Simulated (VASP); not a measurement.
Zr2BiN2: single point with PBE

The system is Zr2BiN2.

```
Zr Bi N
1.0
     4.50776    0.00000    0.00000
     0.00000    4.50776    0.00000
     0.00000    0.00000    4.43833
Zr Bi N
2 1 2
Direct
  0.50000 0.00000 0.00000
  0.00000 0.50000 0.00000
  0.50000 0.50000 0.00000
  0.50000 0.00000 0.50000
  0.00000 0.50000 0.50000
```

```yaml
Program: VASP 6.6.1
Task: single point
Functional: PBE
Potentials_or_basis: VASP PAW PBE potentials, release 64 (Zr_sv, Bi_d, N)
Cutoff: 520 eV
k_mesh: 4 × 4 × 4
Occupations: gaussian, width 0.1 eV
Spin: no spin polarisation
Dipole_correction: no
Further_INCAR_settings: ALGO = Normal; EDIFF = 1e-07; NBANDS = 32
```

| Quantity | Value |
| --- | --- |
| Pressure | 61.0 GPa |

Stress tensor (GPa, compression positive):
```
108.37   0.00   0.00
  0.00 108.37   0.00
  0.00   0.00 -33.72
```

Levels at points of the mesh, in eV from the Fermi level:
```tsv
k point	band 22	band 23	band 24	band 25	band 26	band 27	band 28	band 29
(0.00, 0.00, 0.00)	-0.23	0.23	0.23	0.66	0.66	1.50	2.34	2.34
(0.50, 0.00, 0.00)	-0.82	-0.74	-0.28	-0.12	0.66	0.97	1.26	1.99
(0.50, 0.50, 0.00)	-0.58	-0.58	0.16	0.16	0.32	0.39	0.67	1.99
(0.00, 0.00, 0.50)	-1.19	-1.09	-0.57	-0.57	1.19	1.19	3.46	3.46
(0.50, 0.00, 0.50)	-1.97	-1.84	-1.54	-0.24	0.57	1.68	2.23	3.75
(0.50, 0.50, 0.50)	-3.17	-0.84	-0.05	0.21	0.21	1.41	2.34	3.51
```

Wall time 37 s on 1 thread of Intel(R) Xeon(R) Platinum 8488C (Sapphire Rapids), with other jobs on the host, peak memory 0.22 GiB.

Caveat: spin-orbit coupling is left out, which moves the levels of the heavy elements.
